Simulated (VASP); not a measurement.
# Ru (P6_3/mmc) in VASP: phonons with PBEsol+D4

Aim: the phonons of Ru with PBEsol+D4.

Everything below comes from runs of VASP 6.6.1. Logs are shortened: lines on timing, memory, paths and dates and some standing lists are left out, and cuts for length are marked.

## (1) The cell of the first run

The structure is hexagonal, space group P6_3/mmc (No. 194). Conventional cell: a = 2.706 Å, b = 2.706 Å, c = 4.282 Å, α = 90.00°, β = 90.00°, γ = 120.00°. Within 3.5 Å of Ru (site symmetry -6m2) lie 12 Ru at 2.65 to 2.71 Å.

## (2) Phonons, PBEsol+D4, collinear spin

INCAR reads:

```
SYSTEM = Ru
ALGO     = Normal         ! electronic algorithm
EDIFF    = 1E-8           ! SCF threshold, eV
ENCUT    = 500            ! plane-wave cutoff, eV
GGA      = PS             ! functional
GGA_COMPAT= .False.      
IBRION   = 6              ! ionic algorithm
ISIF     = 2              ! what is computed and relaxed
ISMEAR   = -1             ! smearing method
ISPIN    = 2              ! spin polarisation
IVDW     = 13             ! dispersion correction
LASPH    = .True.         ! aspherical terms in the spheres
LCHARG   = .False.        ! write CHGCAR
LMAXMIX  = 4              ! l up to which the mixer works
LORBIT   = 11             ! projections on sites
LREAL    = .False.        ! projectors in reciprocal space
LWAVE    = .False.        ! write WAVECAR
MAGMOM   = -0.32 -0.02    ! initial moments
NELM     = 200            ! most SCF steps
NFREE    = 2            
NSW      = 1              ! ionic steps
POTIM    = 0.015          ! step
PREC     = Accurate       ! precision mode
SIGMA    = 0.05           ! smearing width, eV
```

KPOINTS reads:

```
k-points
0
Gamma
  14 14 8
  0 0 0
```

POSCAR reads:

```
Ru
1.0
    2.7058000000      0.0000000000      0.0000000000
   -1.3529000000      2.3432915376      0.0000000000
    0.0000000000      0.0000000000      4.2819000000
Ru
2
Direct
    0.6666666667      0.3333333333      0.7500000000
    0.3333333333      0.6666666667      0.2500000000
```

Potentials or basis: VASP PAW PBE potentials, release 64 (Ru_pv).

Run with:

```
$ cat potpaw_PBE.64/Ru_pv/POTCAR > POTCAR
$ mpirun -np 1 vasp_std > vasp.out
```

OUTCAR:

```text
SYSTEM = Ru
   EDIFF = 1E-8
   ENCUT = 500
   GGA = PS
   IBRION = 6
   ISIF = 2
   ISMEAR = -1
   ISPIN = 2
   IVDW = 13
   LASPH = .True.
   LORBIT = 11
   LREAL = .False.
   NELM = 200
   NFREE = 2
   NSW = 1
   POTIM = 0.015
   PREC = Accurate

 ion  position               nearest neighbor table
   1  0.667  0.333  0.750-   2 2.65   2 2.65   2 2.65   2 2.65   2 2.65   2 2.65
   2  0.333  0.667  0.250-   1 2.65   1 2.65   1 2.65   1 2.65   1 2.65   1 2.65

  LATTYP: Found a hexagonal cell.
 ALAT       =     2.7058000000
 C/A-ratio  =     1.5824894671

  Lattice vectors:

 A1 = (   2.7058000000,   0.0000000000,   0.0000000000)
 A2 = (  -1.3529000000,   2.3432915376,   0.0000000000)
 A3 = (   0.0000000000,   0.0000000000,   4.2819000000)

Analysis of symmetry for initial positions (statically):
=====================================================================
 Subroutine PRICEL returns:
 Original cell was already a primitive cell.

 Routine SETGRP: Setting up the symmetry group for a
 hexagonal supercell.

 Subroutine GETGRP returns: Found 24 space group operations
 (whereof 12 operations were pure point group operations)
 out of a pool of 24 trial point group operations.

The static configuration has the point symmetry D_3d.
 The point group associated with its full space group is D_6h.

Analysis of symmetry for dynamics (positions and initial velocities):
=====================================================================
 Subroutine PRICEL returns:
 Original cell was already a primitive cell.

 Routine SETGRP: Setting up the symmetry group for a
 hexagonal supercell.

 Subroutine GETGRP returns: Found 24 space group operations
 (whereof 12 operations were pure point group operations)
 out of a pool of 24 trial point group operations.

The dynamic configuration has the point symmetry D_3d.
 The point group associated with its full space group is D_6h.

Analysis of structural, dynamic, and magnetic symmetry:
=====================================================================
 Subroutine PRICEL returns:
 Original cell was already a primitive cell.

 Routine SETGRP: Setting up the symmetry group for a
 hexagonal supercell.

 Subroutine GETGRP returns: Found 12 space group operations
 (whereof  6 operations were pure point group operations)
 out of a pool of 24 trial point group operations.

The overall configuration has the point symmetry C_3v.
[... 153 lines left out ...]
------------------------ aborting loop because EDIFF is reached ----------------------------------------

  DFT-D4 for vdW energy calculation

  Edisp (eV):   -0.60957
[... 327 lines left out ...]
 number of electron      28.0000007 magnetization       0.0000000

 number of electron      28.0000007 magnetization      -0.0000000

 Free energy of the ion-electron system (eV)
  ---------------------------------------------------
  ext. energy  EPLUGINS =         0.00000000
  ---------------------------------------------------
  free energy    TOTEN  =       -20.33306244 eV

  energy without entropy =      -20.31649247  energy(sigma->0) =      -20.32477746

 E-fermi :  12.6951     XC(G=0): -14.2820

 val. band max:       12.6922462466   @ k =  -0.0714   0.5000   0.2500
 cond. band min:      12.6955358079   @ k =   0.4286   0.0714   0.2500
 fundamental gap:      0.0032895613
 Fermi energy:        12.6951094507

 spin component 1

 k-point     1 :       0.0000    0.0000    0.0000
  band No.  band energies     occupation
      1     -30.9054      1.00000
      2     -29.9612      1.00000
      3     -29.9612      1.00000
      4     -29.7897      1.00000
      5     -29.7897      1.00000
      6     -29.7539      1.00000
[... 493 lines left out ...]
     17      19.0958      0.00000
     18      19.6903      0.00000

 [... further k-points ...]

 spin component 2

 k-point     1 :       0.0000    0.0000    0.0000
  band No.  band energies     occupation
      1     -30.9054      1.00000
      2     -29.9612      1.00000
      3     -29.9612      1.00000
      4     -29.7897      1.00000
      5     -29.7897      1.00000
      6     -29.7539      1.00000
[... 528 lines left out ...]
  FREE ENERGIE OF THE ION-ELECTRON SYSTEM (eV)
  ---------------------------------------------------
  free  energy   TOTEN  =       -20.9426290770 eV

  energy  without entropy=      -20.9260591144  energy(sigma->0) =      -20.93434410

 INTERNAL STRAIN TENSORS FROM DISPLACED ATOMS
 ============================================

 INTERNAL STRAIN TENSOR FOR ION    1 for displacements in x,y,z  (eV/Angst):
          X           Y           Z          XY          YZ          ZX
  --------------------------------------------------------------------------------
  x     0.00000     0.00000     0.00000     3.65221     0.00000     0.00000
  y     3.65221    -3.65221     0.00000     0.00000     0.00000     0.00000
  z     0.00000    -0.00000     0.00000     0.00000     0.00000     0.00000

 INTERNAL STRAIN TENSOR FOR ION    2 for displacements in x,y,z  (eV/Angst):
          X           Y           Z          XY          YZ          ZX
  --------------------------------------------------------------------------------
  x     0.00000     0.00000     0.00000    -3.64864     0.00000     0.00000
  y    -3.64864     3.64864     0.00000     0.00000     0.00000     0.00000
  z    -0.00000     0.00000    -0.00000     0.00000    -0.00000     0.00000

 Eigenvectors and eigenvalues of the dynamical matrix
 ----------------------------------------------------

   1 f  =    7.552891 THz    47.456217 2PiTHz  251.937340 cm-1    31.236235 meV
             X         Y         Z           dx          dy          dz
      1.352900  0.781097  3.211425     0.000000   -0.000000    0.707107
     -0.000000  1.562194  1.070475     0.000000   -0.000000   -0.707106
[... 21 lines left out ...]
   6 f/i=    0.000224 THz     0.001410 2PiTHz    0.007484 cm-1     0.000928 meV
             X         Y         Z           dx          dy          dz
      1.352900  0.781097  3.211425    -0.687651    0.164857    0.000000
     -0.000000  1.562194  1.070475    -0.687594    0.164843    0.000000

 ELASTIC MODULI CONTR FROM IONIC RELAXATION (kBar)
 Direction    XX          YY          ZZ          XY          YZ          ZX
 --------------------------------------------------------------------------------
 XX        -130.2429    130.2429     -0.0000     -0.0000     -0.0000      0.0000
 YY         130.2429   -130.2429      0.0000      0.0000      0.0000      0.0000
 ZZ          -0.0000      0.0000     -0.0000     -0.0000     -0.0000      0.0000
 XY          -0.0000      0.0000     -0.0000   -130.2429      0.0000      0.0000
 YZ          -0.0000      0.0000     -0.0000      0.0000     -0.0000      0.0000
 ZX           0.0000      0.0000      0.0000      0.0000      0.0000      0.0000
 --------------------------------------------------------------------------------

 total charge

# of ion       s       p       d       tot
------------------------------------------
    1        0.404   6.317   5.940  12.661
    2        0.404   6.317   5.940  12.661
--------------------------------------------------
tot          0.808  12.634  11.881  25.323

 magnetization (x)

# of ion       s       p       d       tot
------------------------------------------
    1       -0.000  -0.000  -0.000  -0.000
    2        0.000   0.000   0.000   0.000
--------------------------------------------------
tot         -0.000   0.000   0.000   0.000
```

OSZICAR:

```text
N       E                     dE             d eps       ncg     rms          rms(c)
DAV:   1     0.279696987012E+03    0.27970E+03   -0.17398E+04  8640   0.165E+03
DAV:   2    -0.152695969996E+02   -0.29497E+03   -0.28914E+03  9136   0.490E+02
[... 112 lines left out ...]
DAV:   4    -0.203331034038E+02    0.22438E-03   -0.20663E-03 12388   0.569E-01    0.643E-02
DAV:   5    -0.203330620947E+02    0.41309E-04   -0.25566E-04 12432   0.216E-01    0.181E-02
DAV:   6    -0.203330621209E+02   -0.26191E-07   -0.14544E-05 13636   0.489E-02    0.900E-03
DAV:   7    -0.203330624125E+02   -0.29159E-06   -0.78725E-07 14880   0.110E-02    0.223E-03
DAV:   8    -0.203330624365E+02   -0.23980E-07   -0.55339E-08 12752   0.342E-03    0.510E-04
DAV:   9    -0.203330624370E+02   -0.52933E-09   -0.54466E-09  6268   0.758E-04
   9 F= -.20942629E+02 E0= -.20934344E+02  d E =-.165700E-01  mag=     0.0000
```

It took 26 min on 1 thread of Intel Xeon Platinum 8259CL at 2.50GHz (Skylake/Cascade Lake), shared host; peak memory 0.64 GiB.

Results:

* Net moment: 0.00 μB per cell
* Valence electrons inside the program's atomic spheres: Ru 12.66
* Highest phonon frequency at Γ: 252 cm⁻¹
* Dispersion energy per atom: -0.305 eV

Phonon frequencies in cm⁻¹ (negative: imaginary):
| q point | frequencies |
| --- | --- |
| (0.000, 0.000, 0.000) | 0 0 0 180 180 252 |

Caveat: the cell stands under pressure or tension, which shifts response properties.
